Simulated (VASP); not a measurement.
Wanted: the native input for a VASP 6.6.1 run.

| Quantity | Value |
| --- | --- |
| Task | single point |
| Functional | PBE |
| Dispersion | D3(BJ) |
| Potentials or basis | VASP PAW PBE potentials, release 64 (O, Sn_d, C) |
| Cutoff | 520 eV |
| k mesh | 7 × 5 × 1 |
| Occupations | gaussian, width 0.1 eV |
| Spin | no spin polarisation |
| Dipole correction | yes |
| Further INCAR settings | ALGO = Normal; EDIFF = 1e-06; NBANDS = 56 |

The structure of Sn4CO5 lies in POSCAR:

```
Sn4CO5
1.0
    3.8363720907      0.0000000000      0.0000000000
    0.0000000000      6.1139356269      0.0000000000
    0.0000000000      0.0000000000     23.5716647277
O Sn C
5 4 1
Direct
    0.0000000000      0.3937311019      0.1696952696
    0.5000000000      0.5905966528      0.2330578881
    0.0000000000      0.7891442682      0.2961091540
    0.5000000000      0.9914786557      0.3572791665
    0.5000000000      1.7414786557      0.4887930004
    0.5000000000      0.2462583270      0.2005207373
    0.0000000000      0.7380694276      0.2022324204
    0.5000000000      0.6484830792      0.3298598435
    0.0000000000      0.1189669824      0.3265941608
    0.5000000000      1.7414786557      0.5375803904
```

One way to write it, as run:

INCAR

```
SYSTEM = Sn4CO5
  PREC = Accurate
  ENCUT = 520
  EDIFF = 1E-6
  ISMEAR = 0
  SIGMA = 0.1
  LREAL = .FALSE.
  LASPH = .TRUE.
  NELM = 100
  ALGO = Normal
  ISIF = 2
  LWAVE = .FALSE.
  LCHARG = .FALSE.
  LDIPOL = .TRUE.
  IDIPOL = 3
  DIPOL = 0.5 0.5 0.314
  GGA = PE
  IVDW = 12
  NBANDS = 56
```

KPOINTS

```
regular mesh
0
G
  7 5 1
  0 0 0
```

Potentials or basis: VASP PAW PBE potentials, release 64 (O, Sn_d, C).

The run is started by

```console
$ cat potpaw_PBE.64/O/POTCAR potpaw_PBE.64/Sn_d/POTCAR potpaw_PBE.64/C/POTCAR > POTCAR
$ mpirun -np 1 vasp_std > vasp.out
```

It gave:

```
Largest force              : 1.268 eV/Å
Band gap on the k mesh     : 0.89 eV (least direct gap 0.94 eV)
Dispersion energy per atom : -0.129 eV
```

Caveat: spin-orbit coupling is left out, which moves the levels of the heavy elements.

Wall time 10 min on 1 thread of Intel(R) Xeon(R) Platinum 8488C (Sapphire Rapids), on a shared host, peak memory 0.72 GiB.
